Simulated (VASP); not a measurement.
## HfN (rocksalt type): single point with r2SCAN

HfN (rocksalt type):

```xyz
2
Lattice="0.0000 2.1684 2.1684 2.1684 0.0000 2.1684 2.1684 2.1684 0.0000" Properties=species:S:1:pos:R:3 pbc="T T T"
Hf    0.0000    0.0000    0.0000
N     2.1684    2.1684    2.1684
```

| Item | Value |
| --- | --- |
| Program | VASP 6.6.1 |
| Task | single point |
| Functional | r2SCAN |
| Potentials or basis | VASP PAW PBE potentials, release 64 (Hf_pv, N) |
| Cutoff | 520 eV |
| k mesh | 15 × 15 × 15 |
| Occupations | fermi-dirac, width 0.1 eV |
| Spin | no spin polarisation |

The pressure is 44.5 GPa and the band gap on the k mesh is zero (an odd number of electrons rules out a gap without spin polarisation).

Levels at points of the mesh, in eV from the Fermi level:
```csv
k point,band 4,band 5,band 6,band 7,band 8,band 9,band 10,band 11,band 12,band 13
"(0.00, 0.00, 0.00)",-19.44,-3.57,-3.57,-3.57,-0.42,-0.42,-0.42,2.31,2.31,3.38
```

Run time: 3.5 min on 1 thread of Intel Xeon 8259CL, with other jobs on the host, peak memory 0.17 GiB.

Caveat: the cell stands under pressure; the PAW data sets were made with another functional, which shifts forces and pressure a little; spin-orbit coupling is left out, which moves the levels of the heavy elements.
